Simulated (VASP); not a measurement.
A run of VASP 6.6.1 is set up as follows.

File INCAR:

```
  ALGO = Fast
  EDIFF = 1E-6
  ENCUT = 520
  GGA = PE
  ISIF = 2
  ISMEAR = 0
  LASPH = True
  LCHARG = False
  LREAL = False
  LWAVE = False
  NBANDS = 51
  NELM = 80
  PREC = Accurate
  SIGMA = 0.1
```

KPOINTS

```
k-points
0
Gamma
  12 12 4
```

File POSCAR:

```
MoW5
1.0
    3.1477493522      0.0000000000      0.0000000000
    0.0000000000      3.1477493522      0.0000000000
    0.0000000000      0.0000000000      9.4452196361
Mo W
1 5
Direct
    0.5000000000      0.5000000000      0.5000000000
    0.0000000000      0.0000000000      0.6657653676
    0.5000000000      0.5000000000      0.8328345568
    0.0000000000      0.0000000000      0.0000000000
    0.5000000000      0.5000000000      0.1671654432
    0.0000000000      0.0000000000      0.3342346324
```

Potentials or basis: VASP PAW PBE potentials, release 64 (Mo_sv, W_sv).

Run with:

```bash
$ cat potpaw_PBE.64/Mo_sv/POTCAR potpaw_PBE.64/W_sv/POTCAR > POTCAR
$ mpirun -np 1 vasp_std > vasp.out
```

(1) Estimate the band gap on the k mesh.

(2) What does it give for the pressure?

(3) What does it give for the largest force?

Results:

(1) zero (band 42 reaches 12.73 eV, above the bottom of band 43 at 11.34 eV).

(2) 10.2 GPa.

(3) 0.005 eV/Å.

Caveat: spin-orbit coupling is left out, which moves the levels of the heavy elements.
